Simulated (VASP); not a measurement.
# Ti12H (a cell with a defect) in VASP: notebook, part 2 of 2

VASP 6.6.1.

## 4. Single point, PBE

Contents of INCAR:

```
SYSTEM = Ti12H
PREC = Accurate ; ENCUT = 520
EDIFF = 1E-6 ; ISMEAR = -1
SIGMA = 0.15 ; LREAL = .FALSE.
LASPH = .TRUE. ; NELM = 100
ALGO = Normal ; ISIF = 2
LWAVE = .FALSE. ; LCHARG = .FALSE.
GGA = PE ; NBANDS = 84
```

Contents of KPOINTS:

```
Automatic mesh
0
G
  2 2 2
  0 0 0
```

Contents of POSCAR:

```
Ti12H
1.0
    5.9000000000      0.0000000000      0.0000000000
   -4.4250000000      7.6643250000      0.0000000000
    0.0000000000      0.0000000000      4.6846000000
Ti H
12 1
Direct
   -0.0743855242     -0.0498021678      0.1474405499
    0.2176696623      0.2740228265      0.5407291978
   -0.0722563390      0.2981214915      0.0531955770
    0.1832740558      0.5807947862      0.4870213038
   -0.1103188486      0.5931115917      0.0116979038
    0.1856375743      0.8940252403      0.5445929215
    0.4053952798     -0.0430435818      0.0353285232
    0.6204872254      0.2166270350      0.5603680143
    0.4691336764      0.2808336024      0.0538573197
    0.6800753015      0.6138179161      0.5244417880
    0.4561203637      0.6045672646      0.0478802886
    0.6401262961      0.9289141575      0.5814797421
    1.1158095350      0.2147742952      0.9346368954
```

On the command line:

```bash
> cat potpaw_PBE.64/Ti_sv/POTCAR potpaw_PBE.64/H/POTCAR > POTCAR
> mpirun -np 1 vasp_std > vasp.out
```

It took 4.5 min on 1 thread of Intel Xeon Platinum 8259CL at 2.50GHz (Skylake/Cascade Lake), shared host; peak memory 0.39 GiB.

It converged, with:

```yaml
Free_energy: -95.6630 eV
Pressure: 3.1 GPa
Largest_force: 1.621 eV/Å
Band_gap_on_the_k_mesh: zero (an odd number of electrons rules out a gap without spin polarisation)
```

Forces on the atoms (eV/Å):
```
Ti   0.227  0.169 -1.424
Ti  -1.113 -0.349  0.576
Ti   0.065 -0.296  0.526
Ti  -0.571 -0.398  0.670
Ti   1.056  1.209  0.050
Ti  -1.544  0.016  0.270
Ti   0.922 -0.606  0.932
Ti   0.585  1.387 -0.602
Ti  -1.411  0.166  0.100
Ti   0.121 -0.359  0.243
Ti  -0.772  0.401 -0.992
Ti   1.186 -0.633 -0.027
H    1.250 -0.706 -0.321
```

Stress tensor (GPa, compression positive):
```
 8.92 -1.18 -0.94
-1.18 -4.34 -0.39
-0.94 -0.39  4.77
```

Levels at points of the mesh, in eV from the Fermi level:
| k point | band 70 | band 71 | band 72 | band 73 | band 74 | band 75 | band 76 | band 77 |
| --- | --- | --- | --- | --- | --- | --- | --- | --- |
| (0.00, 0.00, 0.00) | -0.26 | -0.15 | -0.07 | 0.15 | 0.21 | 0.29 | 0.54 | 0.63 |
| (0.50, 0.00, 0.00) | -0.46 | -0.30 | -0.26 | -0.23 | -0.06 | 0.11 | 0.22 | 0.27 |
| (0.00, 0.50, 0.00) | -0.23 | -0.10 | -0.05 | 0.05 | 0.15 | 0.23 | 0.37 | 0.46 |
| (0.50, 0.50, 0.00) | -0.39 | -0.31 | -0.23 | -0.06 | -0.02 | 0.10 | 0.42 | 0.48 |
| (0.00, 0.00, 0.50) | -0.28 | 0.01 | 0.19 | 0.27 | 0.37 | 0.48 | 0.52 | 0.75 |
| (0.50, 0.00, 0.50) | -0.38 | -0.34 | -0.25 | -0.17 | -0.11 | -0.04 | 0.03 | 0.21 |
| (0.00, 0.50, 0.50) | -0.17 | 0.06 | 0.11 | 0.24 | 0.36 | 0.41 | 0.68 | 0.72 |
| (0.50, 0.50, 0.50) | -0.37 | -0.33 | -0.30 | -0.21 | -0.10 | 0.06 | 0.14 | 0.26 |

Caveat: the k points lie up to 0.67 Å⁻¹ apart, too coarse for converged energies and pressures of a metal; the atoms stand as in a frame of molecular dynamics.

## 5. Single point, PBE

Contents of INCAR:

```
SYSTEM = Ti12H
PREC     = Accurate       ! precision mode
ENCUT    = 520            ! plane-wave cutoff, eV
EDIFF    = 1E-7           ! SCF threshold, eV
ISMEAR   = -1             ! smearing method
SIGMA    = 0.15           ! smearing width, eV
LREAL    = .FALSE.        ! projectors in reciprocal space
LASPH    = .TRUE.         ! aspherical terms in the spheres
NELM     = 80             ! most SCF steps
ALGO     = Normal         ! electronic algorithm
ISIF     = 2              ! what is computed and relaxed
LWAVE    = .FALSE.        ! write WAVECAR
LCHARG   = .FALSE.        ! write CHGCAR
GGA      = PE             ! functional
NBANDS   = 84             ! bands
```

Contents of KPOINTS:

```
regular mesh
0
G
  2 2 2
  0 0 0
```

Contents of POSCAR:

```
Ti12H
1.0
    5.9000000000      0.0000000000      0.0000000000
   -4.4250000000      7.6643250000      0.0000000000
    0.0000000000      0.0000000000      4.6846000000
Ti H
12 1
Direct
   -0.0712398160     -0.0327491332      0.1053665201
    0.1260541412      0.2361851826      0.5605174401
   -0.0744821978      0.2999220414      0.0735601759
    0.0828505960      0.5436878003      0.5874140802
    0.0113442759      0.6591708989      0.0856850105
    0.0893881340      0.9179412407      0.6747854673
    0.4757923949     -0.0663333040      0.1415702515
    0.6551747653      0.2244816080      0.5239081245
    0.4683112692      0.3306749127      0.0559492806
    0.6539492116      0.5804294573      0.5233531145
    0.3993080851      0.6103994807      0.0254664219
    0.6296438572      0.8806776852      0.5798147120
    1.1703385017      0.2423044430      0.9117107117
```

On the command line:

```bash
> cat potpaw_PBE.64/Ti_sv/POTCAR potpaw_PBE.64/H/POTCAR > POTCAR
> mpirun -np 1 vasp_std > vasp.out
```

It took 5.5 min on 1 thread of Intel Xeon Platinum 8259CL at 2.50GHz (Skylake/Cascade Lake), shared host; peak memory 0.39 GiB.

It converged, with:

```
Free energy            : -94.9582 eV
Pressure               : 4.3 GPa
Largest force          : 3.274 eV/Å
Band gap on the k mesh : zero (an odd number of electrons rules out a gap without spin polarisation)
```

Forces on the atoms (eV/Å):
```
Ti   0.571  0.212  0.739
Ti   0.155  0.513 -1.170
Ti   0.415  0.198 -1.010
Ti   0.728  0.755 -0.674
Ti  -2.011 -0.585  0.126
Ti   2.714 -0.721 -1.685
Ti  -2.199  1.407 -1.091
Ti  -1.526 -0.626  1.219
Ti   1.426 -0.098  0.276
Ti  -0.161 -0.403  0.324
Ti   1.605  0.352  0.486
Ti  -0.633 -0.001  1.293
H   -1.084 -1.001  1.167
```

Stress tensor (GPa, compression positive):
```
 7.53 -1.36  0.71
-1.36 -1.68  0.15
 0.71  0.15  7.20
```

Levels at points of the mesh, in eV from the Fermi level:
```tsv
k point	band 70	band 71	band 72	band 73	band 74	band 75
(0.00, 0.00, 0.00)	-0.21	-0.02	0.08	0.10	0.23	0.26
(0.50, 0.00, 0.00)	-0.35	-0.30	-0.29	-0.09	0.03	0.30
(0.00, 0.50, 0.00)	-0.24	-0.10	0.02	0.08	0.22	0.32
(0.50, 0.50, 0.00)	-0.39	-0.33	-0.18	-0.06	0.09	0.17
(0.00, 0.00, 0.50)	-0.23	-0.07	0.03	0.17	0.25	0.34
(0.50, 0.00, 0.50)	-0.35	-0.24	-0.22	-0.07	-0.05	0.01
(0.00, 0.50, 0.50)	-0.28	-0.17	-0.09	0.09	0.27	0.28
(0.50, 0.50, 0.50)	-0.38	-0.28	-0.20	-0.12	-0.03	0.04
```

Caveat: the k points lie up to 0.67 Å⁻¹ apart, too coarse for converged energies and pressures of a metal; the atoms stand as in a frame of molecular dynamics.

## 6. The runs side by side

| task | cell | gap on the mesh (eV) | pressure (GPa) | largest force (eV/Å) |
| --- | --- | --- | --- | --- |
| relaxation of the atoms | atoms relaxed, atomic positions A | none | 0.3 | 0.05 |
| single point | as given, atomic positions B | none | 3.3 | 3.08 |
| single point | as given, atomic positions C | none | 3.1 | 1.62 |
| single point | as given, atomic positions D | none | 4.3 | 3.27 |

Alike in all rows: level PBE; potentials or basis VASP PAW PBE potentials, release 64 (Ti_sv, H); no spin polarisation; k mesh 2 × 2 × 2; cutoff (eV) 520; smearing fermi-dirac 0.15 eV.

Caveats: all runs use coarse meshes; the atoms stand as in a frame of molecular dynamics (at least some runs); the relaxation stopped at a loose force limit of 0.08 eV/Å, so its end isn't a converged minimum (at least some runs).

Total energies depend on the potentials used, so only differences within one code and one set of settings carry meaning.
